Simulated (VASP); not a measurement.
**CoO: single point with PBE**

CoO:

```
Co O
1.0
     0.00000    2.08799    2.08799
     2.08799    0.00000    2.08799
     2.08799    2.08799    0.00000
Co O
1 1
Direct
  0.00000 0.00000 0.00000
  0.50000 0.50000 0.50000
```

```
Program                : VASP 6.6.1
Task                   : single point
Functional             : PBE
Potentials or basis    : VASP PAW PBE potentials, release 64 (Co_sv, O)
Cutoff                 : 700 eV
k mesh                 : 11 × 11 × 11
Occupations            : fermi-dirac, width 0.05 eV
Spin                   : collinear spin, ferromagnetic start
Starting moments       : [2.0, 0.0] μB
Dipole correction      : no
Further INCAR settings : ALGO = Normal; EDIFF = 1e-06; NBANDS = 22
```

```json
{
  "Pressure": "8.2 GPa",
  "Net moment": "2.76 μB per cell",
  "Site moments": "Co +2.41; O +0.26 μB",
  "Valence electrons inside the program's atomic spheres": "Co 14.92; O 5.01"
}
```

Levels at points of the mesh, in eV from the Fermi level:
Spin up:
```csv
k point,band 9,band 10,band 11,band 12,band 13,band 14,band 15,band 16,band 17,band 18
"(0.00, 0.00, 0.00)",-3.26,-3.26,-3.11,-3.11,-3.11,1.26,16.94,18.51,18.51,18.51
```
Spin down:
```
           k point  band 7  band 8  band 9  band 10  band 11  band 12  band 13  band 14
(0.00, 0.00, 0.00)   -2.94   -2.94   -1.24    -1.24    -1.24    -0.01    -0.01     1.77
```

It took 44 s on 1 thread of AMD EPYC 9R45 96-Core Processor (Zen 5) (shared host), peak memory 0.17 GiB.

Caveat: the cell stands under pressure; a cell with one magnetic atom can't hold antiferromagnetic order, which such compounds often take; semilocal functionals often make such compounds metallic where correlation or magnetic order opens a gap, which also shifts bond lengths. With open d or f shells a metallic result of PBE can be an artefact of self-interaction; +U or a hybrid may open a gap.
